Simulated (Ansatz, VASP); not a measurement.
# Two plane-wave programs on BAs

```
B As
1.0
     0.00000    2.26573    2.26573
     2.26573    0.00000    2.26573
     2.26573    2.26573    0.00000
B As
1 1
Direct
  0.00000 0.00000 0.00000
  0.25000 0.25000 0.25000
```

Change from the starting cell: volume scaled by 0.85, PAW files.

Alike in both runs: task single point; functional r2SCAN; k mesh 15 × 15 × 15; occupations fermi-dirac, width 0.1 eV; no spin polarisation.

```csv
,VASP,Ansatz
version,VASP 6.6.1,Ansatz 0.2.0
potentials or method,"VASP PAW PBE potentials, release 64 (B, As)","PAW with Ansatz's default frozen-core files, scalar-relativistic"
plane-wave cutoff (eV),520,500
valence electrons in the cell,8,18
```

|  | VASP | Ansatz | Ansatz less VASP |
| --- | --- | --- | --- |
| pressure (GPa) | 32.6 | 31.7 | -0.86 |

VASP's potentials were made for PBE, not for r2SCAN. Both programs put the cell under a high pressure, so it lies far from rest at this level. The functional is the same, so the differences come from potentials, cutoffs and numerics. VASP's potentials hold 8 valence electrons a cell and Ansatz's 18, so a difference there can come from the potentials and not from the codes.
